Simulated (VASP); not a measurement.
# Y (Im-3m) in VASP: further runs

The runs below take Y through single point, with LDA.

Everything below comes from runs of VASP 6.6.1. Logs are shortened: lines on timing, memory, paths and dates and some standing lists are left out, and cuts for length are marked.

## 1. The cell of the first run

Symmetry: Im-3m, No. 229, cubic system. The conventional cell has a = 2.882 Å, b = 2.882 Å, c = 2.882 Å, α = 90.00°, β = 90.00°, γ = 90.00°. Y (site symmetry m-3m) has 14 Y at 2.50 to 2.88 Å within 3.3 Å.

This isn't the form of Y at room conditions, which is hcp.

## 2. Single point, LDA (11.96 Å³/atom)

The input, INCAR:

```
ALGO     = Normal         # electronic algorithm
EDIFF    = 1E-6           # SCF threshold, eV
ENCUT    = 520            # plane-wave cutoff, eV
GGA      = CA             # functional
ISIF     = 2              # what is computed and relaxed
ISMEAR   = -1             # smearing method
LASPH    = True           # aspherical terms in the spheres
LCHARG   = True           # write CHGCAR
LELF     = True           # ELF
LREAL    = False          # projectors in reciprocal space
LVHAR    = True         
LWAVE    = False          # write WAVECAR
NBANDS   = 12             # bands
NELM     = 60             # most SCF steps
PREC     = Accurate       # precision mode
SIGMA    = 0.05           # smearing width, eV
```

The input, KPOINTS:

```
k-points
0
Gamma
  14 14 14
```

The input, POSCAR:

```
Y
1.0
   -1.4407627332      1.4407627332      1.4407627332
    1.4407627332     -1.4407627332      1.4407627332
    1.4407627332      1.4407627332     -1.4407627332
Y
1
Direct
    0.0000000000      0.0000000000      0.0000000000
```

Potentials or basis: VASP PAW LDA potentials, release 64 (Y_sv).

Started as:

```sh
$ cat potpaw_LDA.64/Y_sv/POTCAR > POTCAR
$ mpirun -np 1 vasp_std > vasp.out
```

OUTCAR:

```text
EDIFF = 1E-6
   ENCUT = 520
   GGA = CA
   ISIF = 2
   ISMEAR = -1
   LASPH = True
   LREAL = False
   NELM = 60
   PREC = Accurate

 ion  position               nearest neighbor table
   1  0.000  0.000  0.000-

  LATTYP: Found a body centered cubic cell.
 ALAT       =     2.8815254664

  Lattice vectors:

 A1 = (  -1.4407627332,   1.4407627332,   1.4407627332)
 A2 = (   1.4407627332,  -1.4407627332,   1.4407627332)
 A3 = (   1.4407627332,   1.4407627332,  -1.4407627332)

Analysis of symmetry for initial positions (statically):
=====================================================================
 Subroutine PRICEL returns:
 Original cell was already a primitive cell.

 Routine SETGRP: Setting up the symmetry group for a
 body centered cubic supercell.

 Subroutine GETGRP returns: Found 48 space group operations
 (whereof 48 operations were pure point group operations)
 out of a pool of 48 trial point group operations.

The static configuration has the point symmetry O_h .

Analysis of symmetry for dynamics (positions and initial velocities):
=====================================================================
 Subroutine PRICEL returns:
 Original cell was already a primitive cell.

 Routine SETGRP: Setting up the symmetry group for a
 body centered cubic supercell.

 Subroutine GETGRP returns: Found 48 space group operations
 (whereof 48 operations were pure point group operations)
 out of a pool of 48 trial point group operations.

The dynamic configuration has the point symmetry O_h .

 Subroutine INISYM returns: Found 48 space group operations
 (whereof 48 operations are pure point group operations),
 and found     1 'primitive' translations

----------------------------------------------------------------------------------------

                                     Primitive cell

  volume of cell :      11.9629

  direct lattice vectors                    reciprocal lattice vectors
    -1.440762733  1.440762733  1.440762733     0.000000000  0.347038404  0.347038404
     1.440762733 -1.440762733  1.440762733     0.347038404  0.000000000  0.347038404
     1.440762733  1.440762733 -1.440762733     0.347038404  0.347038404  0.000000000

  length of vectors
     2.495474256  2.495474256  2.495474256     0.490786418  0.490786418  0.490786418

  position of ions in fractional coordinates (direct lattice)
     0.000000000  0.000000000  0.000000000

  ion indices of the primitive-cell ions
   primitive index   ion index
                 1           1

----------------------------------------------------------------------------------------

 KPOINTS: k-points

Automatic generation of k-mesh.
 Grid dimensions read from file:
 generate k-points for:   14   14   14

 Generating k-lattice:

  Cartesian coordinates                     Fractional coordinates (reciprocal lattice)
     0.000000000  0.024788457  0.024788457     0.071428571  0.000000000  0.000000000
     0.024788457  0.000000000  0.024788457     0.000000000  0.071428571  0.000000000
     0.024788457  0.024788457  0.000000000     0.000000000  0.000000000  0.071428571

  Length of vectors
     0.035056173  0.035056173  0.035056173

  Shift w.r.t. Gamma in fractional coordinates (k-lattice)
     0.000000000  0.000000000  0.000000000

 Subroutine IBZKPT returns following result:
 ===========================================

 Found    104 irreducible k-points:

 Following reciprocal coordinates:
            Coordinates               Weight
  0.000000  0.000000  0.000000      1.000000
  0.071429  0.000000  0.000000     12.000000
  0.142857  0.000000  0.000000     12.000000
  0.214286  0.000000  0.000000     12.000000
  0.285714  0.000000  0.000000     12.000000
  0.357143  0.000000  0.000000     12.000000
[... 16 lines left out ...]
  0.285714  0.285714  0.000000     24.000000
  0.357143  0.285714  0.000000     24.000000
 [... further k-points ...]
   k-points           NKPTS =    104   k-points in BZ     NKDIM =    104   number of bands    NBANDS=     12
   number of dos      NEDOS =    301   number of ions     NIONS =      1
   total plane-waves  NPLWV =   8000
   dimension x,y,z NGX =    20 NGY =   20 NGZ =   20
   dimension x,y,z NGXF=    40 NGYF=   40 NGZF=   40
   ions per type =               1
   NGX,Y,Z   is equivalent  to a cutoff of  13.32, 13.32, 13.32 a.u.
   NGXF,Y,Z  is equivalent  to a cutoff of  26.65, 26.65, 26.65 a.u.
 SYSTEM =  unknown system
   PREC   = accura    normal or accurate (medium, high low for compatibility)
   ISTART =      0    job   : 0-new  1-cont  2-samecut
   ICHARG =      2    charge: 1-file 2-atom 10-const
   ISPIN  =      1    spin polarized calculation?
   LNONCOLLINEAR =      F non collinear calculations
   LSORBIT =      F    spin-orbit coupling
   LASPH  =      T    aspherical Exc in radial PAW
   ENCUT  =  520.0 eV  38.22 Ry    6.18 a.u.   4.64  4.64  4.64*2*pi/ulx,y,z
   NELM   =     60;   NELMIN=  2; NELMDL= -5     # of ELM steps
   EDIFF  = 0.1E-05   stopping-criterion for ELM
   LREAL  =      F    real-space projection
   EDIFFG = 0.1E-04   stopping-criterion for IOM
   NSW    =      0    number of steps for IOM
   IBRION =     -1    ionic relax: 0-MD 1-quasi-New 2-CG
   NFREE  =      0    steps in history (QN), initial steepest desc. (CG)
   ISIF   =      2    stress and relaxation
   ISYM   =      2    0-nonsym 1-usesym 2-fastsym
   POTIM  = 0.5000    time-step for ionic-motion
   TEBEG  =    0.0;   TEEND  =   0.0 temperature during run
   PSTRESS=    0.0 pullay stress
   NELECT =      11.0000    total number of electrons
   NUPDOWN=      -1.0000    fix difference up-down
   EMIN   =  10.00;   EMAX   =-10.00  energy-range for DOS
   EFERMI =   0.00;   METHOD = LEGACY
   ISMEAR =    -1;   SIGMA  =   0.05  broadening in eV -4-tet -1-fermi 0-gaus
   EFERMI_NEDOS =   21; number of points for ismear=-14 and -15
   IALGO  =     38    algorithm
   IMIX   =      4    mixing-type and parameters
     AMIX     =   0.40;   BMIX     =  1.00
     AMIX_MAG =   1.60;   BMIX_MAG =  1.00
  volume/ion in A,a.u.               =      11.96        80.73
  Fermi-wavevector in a.u.,A,eV,Ry     =   1.591940  3.008330 34.480861  2.534272
  Thomas-Fermi vector in A             =   2.690402
   LORBIT       =      0    0 simple, 1 ext, 2 COOP (PROOUT), +10 PAW based schemes
   GGA     = CA    functional components
   LHFCALC =     F    Hartree Fock is set to
   AEXX    =    0.0000 exact exchange contribution
   IVDW    =     0    specifies the selected vdW correction
   LEPSILON=     F    determine dielectric tensor
   LRPA    =     F    only Hartree local field effects (RPA)
 non-spin polarized calculation
  energy-cutoff  :      520.00
  volume of cell :       11.96
 maximum number of plane-waves:       334
   NGX =  9   NGY =  9   NGZ =  9

 number of electron      11.0000001 magnetization

 Free energy of the ion-electron system (eV)
  ---------------------------------------------------
  ext. energy  EPLUGINS =         0.00000000
  ---------------------------------------------------
  free energy    TOTEN  =        -2.14917542 eV

  energy without entropy =       -2.13916577  energy(sigma->0) =       -2.14417060

 E-fermi :   9.7610     XC(G=0): -14.4416

 val. band max:        9.7429358096   @ k =   0.2143   0.2143   0.0000
 cond. band min:       9.7794869230   @ k =  -0.3571  -0.4286   0.0714
 fundamental gap:      0.0365511134
 Fermi energy:         9.7610455910

 k-point     1 :       0.0000    0.0000    0.0000
  band No.  band energies     occupation
      1     -33.7398      2.00000
      2      -8.5890      2.00000
      3      -8.5890      2.00000
      4      -8.5890      2.00000
      5       7.8933      2.00000
      6      12.2750      0.00000
      7      12.2750      0.00000
      8      12.2750      0.00000
      9      17.1586      0.00000
     10      17.1586      0.00000
     11      23.7970      0.00000
     12      23.7970      0.00000

 k-point     2 :       0.0714    0.0000    0.0000
  band No.  band energies     occupation
      1     -33.6398      2.00000
      2      -9.0783      2.00000
      3      -8.7275      2.00000
      4      -8.6039      2.00000
      5       8.3594      2.00000
      6      11.9206      0.00000
      7      12.1828      0.00000
      8      12.7187      0.00000
      9      16.4200      0.00000
     10      17.0361      0.00000
     11      24.3422      0.00000
     12      24.5119      0.00000

 k-point     3 :       0.1429    0.0000    0.0000
  band No.  band energies     occupation
      1     -33.3503      2.00000
      2     -10.3376      2.00000
      3      -9.0974      2.00000
      4      -8.6464      2.00000
      5       9.0977      2.00000
      6      11.0752      0.00000
      7      12.1408      0.00000
      8      14.0001      0.00000
      9      15.7762      0.00000
     10      16.8470      0.00000
     11      25.7094      0.00000
     12      26.4386      0.00000
[... 286 lines left out ...]
 k-point    23 :       0.2857    0.2857    0.0000
  band No.  band energies     occupation
      1     -31.0297      2.00000
      2     -15.0798      2.00000
      3     -13.2833      2.00000
      4      -9.7076      2.00000
      5       7.8796      2.00000
      6      10.7666      0.00000
      7      13.6540      0.00000
      8      17.8441      0.00000
      9      20.2493      0.00000
     10      27.4719      0.00000
     11      30.1021      0.00000
     12      31.6417      0.00000

 k-point    24 :       0.3571    0.2857    0.0000
  band No.  band energies     occupation
      1     -30.9331      2.00000
      2     -14.8932      2.00000
      3     -13.8167      2.00000
      4      -9.7475      2.00000
      5       7.8957      2.00000
      6      11.3404      0.00000
      7      13.0497      0.00000
      8      18.5082      0.00000
      9      20.1592      0.00000
     10      27.7939      0.00000
     11      30.1549      0.00000
     12      30.9911      0.00000

 [... further k-points ...]

------------------------ aborting loop because EDIFF is reached ----------------------------------------

  FORCE on cell =-STRESS in cart. coord.  units (eV):
  Direction    XX          YY          ZZ          XY          YZ          ZX
  --------------------------------------------------------------------------------------
  -------------------------------------------------------------------------------------
  Total       12.4968325     12.4968325     12.4968325      0.0000000      0.0000000      0.0000000
  in kB     1673.6827459   1673.6827459   1673.6827459      0.0000000      0.0000000      0.0000000
  external PRESSURE =    1673.6827459 kB  Pullay stress =       0.0000000 kB

 VOLUME and BASIS-vectors are now :
 -----------------------------------------------------------------------------
  energy-cutoff  :      520.00
  volume of cell :       11.96
      direct lattice vectors                 reciprocal lattice vectors
    -1.440762733  1.440762733  1.440762733     0.000000000  0.347038404  0.347038404
     1.440762733 -1.440762733  1.440762733     0.347038404  0.000000000  0.347038404
     1.440762733  1.440762733 -1.440762733     0.347038404  0.347038404  0.000000000

 POSITION                                       TOTAL-FORCE (eV/Angst)
 -----------------------------------------------------------------------------------
      0.00000      0.00000      0.00000        -0.000000     -0.000000      0.000000
 -----------------------------------------------------------------------------------
    total drift:                                0.000000     -0.000000      0.000000

  FREE ENERGIE OF THE ION-ELECTRON SYSTEM (eV)
  ---------------------------------------------------
  free  energy   TOTEN  =        -2.1491754209 eV

  energy  without entropy=       -2.1391657737  energy(sigma->0) =       -2.14417060
```

Run time: 30 s. Hardware: 1 thread of Intel Xeon 8259CL, shared host; peak memory 0.15 GiB.

What came out:

```yaml
Free_energy: -2.1492 eV
Pressure: 167.4 GPa
Band_gap_on_the_k_mesh: zero (an odd number of electrons rules out a gap without spin polarisation)
```

Levels at points of the mesh, in eV from the Fermi level:
| k point | band 3 | band 4 | band 5 | band 6 | band 7 | band 8 | band 9 | band 10 |
| --- | --- | --- | --- | --- | --- | --- | --- | --- |
| (0.00, 0.00, 0.00) | -18.35 | -18.35 | -1.87 | 2.51 | 2.51 | 2.51 | 7.40 | 7.40 |
| (0.50, 0.00, 0.00) | -20.64 | -18.67 | -4.18 | -1.80 | 8.80 | 10.05 | 10.37 | 12.70 |
| (0.50, 0.50, 0.50) | -23.31 | -23.31 | -6.28 | -6.28 | 13.95 | 13.95 | 13.95 | 17.01 |

Caveat: the cell stands under pressure.

## 3. Single point, LDA (11.96 Å³/atom)

The input, INCAR:

```
SYSTEM = Y
PREC     = Accurate       ! precision mode
ENCUT    = 520            ! plane-wave cutoff, eV
EDIFF    = 1E-7           ! SCF threshold, eV
ISMEAR   = -1             ! smearing method
SIGMA    = 0.05           ! smearing width, eV
LREAL    = .FALSE.        ! projectors in reciprocal space
LASPH    = .TRUE.         ! aspherical terms in the spheres
NELM     = 100            ! most SCF steps
ALGO     = Normal         ! electronic algorithm
ISIF     = 2              ! what is computed and relaxed
LWAVE    = .FALSE.        ! write WAVECAR
LCHARG   = .FALSE.        ! write CHGCAR
NBANDS   = 12             ! bands
```

The input, KPOINTS:

```
Automatic mesh
0
G
  14 14 14
  0 0 0
```

POSCAR is that of step 2.

Potentials or basis: VASP PAW LDA potentials, release 64 (Y_sv).

Started as:

```sh
$ cat potpaw_LDA.64/Y_sv/POTCAR > POTCAR
$ mpirun -np 1 vasp_std > vasp.out
```

OUTCAR:

```text
SYSTEM = Y
   PREC = Accurate
   ENCUT = 520
   EDIFF = 1E-7
   ISMEAR = -1
   LREAL = .FALSE.
   LASPH = .TRUE.
   NELM = 100
   ISIF = 2

 ion  position               nearest neighbor table
   1  0.000  0.000  0.000-

  LATTYP: Found a body centered cubic cell.
 ALAT       =     2.8815254664

  Lattice vectors:

 A1 = (  -1.4407627332,   1.4407627332,   1.4407627332)
 A2 = (   1.4407627332,  -1.4407627332,   1.4407627332)
 A3 = (   1.4407627332,   1.4407627332,  -1.4407627332)

Analysis of symmetry for initial positions (statically):
=====================================================================
 Subroutine PRICEL returns:
 Original cell was already a primitive cell.

 Routine SETGRP: Setting up the symmetry group for a
 body centered cubic supercell.

 Subroutine GETGRP returns: Found 48 space group operations
 (whereof 48 operations were pure point group operations)
 out of a pool of 48 trial point group operations.

The static configuration has the point symmetry O_h .

[... 165 lines left out ...]
  band No.  band energies     occupation
      1     -33.7398      2.00000
      2      -8.5889      2.00000
      3      -8.5889      2.00000
      4      -8.5889      2.00000
      5       7.8934      2.00000
      6      12.2750      0.00000
      7      12.2750      0.00000
      8      12.2750      0.00000
      9      17.1587      0.00000
     10      17.1587      0.00000
     11      23.7971      0.00000
     12      23.7971      0.00000
[... 331 lines left out ...]
 k-point    24 :       0.3571    0.2857    0.0000
  band No.  band energies     occupation
      1     -30.9331      2.00000
      2     -14.8931      2.00000
      3     -13.8167      2.00000
      4      -9.7475      2.00000
      5       7.8957      2.00000
      6      11.3404      0.00000
      7      13.0498      0.00000
      8      18.5082      0.00000
      9      20.1593      0.00000
     10      27.7940      0.00000
     11      30.1549      0.00000
     12      30.9912      0.00000

 [... further k-points ...]

------------------------ aborting loop because EDIFF is reached ----------------------------------------

  FORCE on cell =-STRESS in cart. coord.  units (eV):
  Direction    XX          YY          ZZ          XY          YZ          ZX
  --------------------------------------------------------------------------------------
  -------------------------------------------------------------------------------------
  Total       12.4970757     12.4970757     12.4970757      0.0000000      0.0000000      0.0000000
  in kB     1673.7153212   1673.7153212   1673.7153212      0.0000000      0.0000000      0.0000000
  external PRESSURE =    1673.7153212 kB  Pullay stress =       0.0000000 kB

 VOLUME and BASIS-vectors are now :
 -----------------------------------------------------------------------------
  energy-cutoff  :      520.00
  volume of cell :       11.96
      direct lattice vectors                 reciprocal lattice vectors
    -1.440762733  1.440762733  1.440762733     0.000000000  0.347038404  0.347038404
     1.440762733 -1.440762733  1.440762733     0.347038404  0.000000000  0.347038404
     1.440762733  1.440762733 -1.440762733     0.347038404  0.347038404  0.000000000

 POSITION                                       TOTAL-FORCE (eV/Angst)
 -----------------------------------------------------------------------------------
      0.00000      0.00000      0.00000         0.000000     -0.000000      0.000000
 -----------------------------------------------------------------------------------
    total drift:                                0.000000     -0.000000      0.000000

  FREE ENERGIE OF THE ION-ELECTRON SYSTEM (eV)
  ---------------------------------------------------
  free  energy   TOTEN  =        -2.1491754238 eV

  energy  without entropy=       -2.1391658138  energy(sigma->0) =       -2.14417062
```

OSZICAR:

```text
N       E                     dE             d eps       ncg     rms          rms(c)
DAV:   1     0.344654258719E+02    0.34465E+02   -0.62663E+03  2540   0.950E+02
DAV:   2    -0.140661291083E+01   -0.35872E+02   -0.34450E+02  2932   0.193E+02
DAV:   3    -0.223142456964E+01   -0.82481E+00   -0.81938E+00  3036   0.219E+01
DAV:   4    -0.223910461602E+01   -0.76800E-02   -0.76788E-02  2856   0.183E+00
DAV:   5    -0.223919098012E+01   -0.86364E-04   -0.86362E-04  2984   0.118E-01    0.552E+01
DAV:   6    -0.206006150204E+01    0.17913E+00   -0.28591E-01  3096   0.288E+00    0.317E+01
DAV:   7    -0.212954329427E+01   -0.69482E-01   -0.48411E-01  3284   0.290E+00    0.260E+00
DAV:   8    -0.213511311363E+01   -0.55698E-02   -0.71849E-03  2656   0.738E-01    0.217E+00
DAV:   9    -0.214933526592E+01   -0.14222E-01   -0.43098E-02  2520   0.188E+00    0.323E-01
DAV:  10    -0.214911415839E+01    0.22111E-03   -0.21377E-03  2888   0.429E-01    0.113E-01
DAV:  11    -0.214916859967E+01   -0.54441E-04   -0.77169E-05  3232   0.518E-02    0.523E-02
DAV:  12    -0.214917561535E+01   -0.70157E-05   -0.28402E-05  2604   0.499E-02    0.927E-03
DAV:  13    -0.214917542162E+01    0.19374E-06   -0.52529E-07  3012   0.670E-03    0.115E-03
DAV:  14    -0.214917542377E+01   -0.21582E-08   -0.48716E-09  1704   0.538E-04
   1 F= -.21491754E+01 E0= -.21441706E+01  d E =-.100096E-01
```

stdout:

```text
POSCAR found type information on POSCAR Y
 POSCAR found :  1 types and       1 ions
 scaLAPACK will be used
 LDA part: xc-table for (Slater(with rela. corr.)+CA(PZ))
 , standard interpolation
 POSCAR, INCAR and KPOINTS ok, starting setup
 FFT: planning ... GRIDC
 FFT: planning ... GRID_SOFT
 FFT: planning ... GRID
 WAVECAR not read
 entering main loop
```

Run time: 30 s. Hardware: 1 thread of Intel Xeon 8259CL, shared host; peak memory 0.14 GiB.

What came out:

| Quantity | Value |
| --- | --- |
| Free energy | -2.1492 eV |
| Pressure | 167.4 GPa |
| Band gap on the k mesh | zero (an odd number of electrons rules out a gap without spin polarisation) |

Caveat: the cell stands under pressure.

(Continued in part 2 of 2.)

The gap in the log of VASP goes by the Fermi energy; the results here count the filled bands.